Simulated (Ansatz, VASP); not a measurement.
## Two plane-wave programs on Ni

```
Ni
1.0
     0.00000    1.73807    1.73807
     1.73807    0.00000    1.73807
     1.73807    1.73807    0.00000
Ni
1
Direct
  0.00000 0.00000 0.00000
```

Alike in both runs: task single point; functional r2SCAN; k mesh 15 × 15 × 15; collinear spin.

|  | VASP | Ansatz |
| --- | --- | --- |
| version | VASP 6.6.1 | Ansatz 0.2.0 |
| potentials or method | VASP PAW PBE potentials, release 64 (Ni), cutoff 520 eV | plane waves (500 eV) with PAW, scalar-relativistic |
| occupations | methfessel-paxton of order 1, width 0.01 eV | cold, width 0.01 eV |
| valence electrons in the cell | 10 | 18 |

```csv
,VASP,Ansatz,Ansatz less VASP
pressure (GPa),0.3,0.1,-0.20
net moment per atom (μB),0.68,0.73,+0.043
size of the moment on the site where the two differ most (μB),0.70,0.79,+0.089
```

VASP's potentials were made for PBE, not for r2SCAN. Site moments also hang on the region over which each program counts them. VASP's potentials hold 10 valence electrons a cell and Ansatz's 18, so a difference there can come from the potentials and not from the codes. Ansatz's warnings: stability check not made.
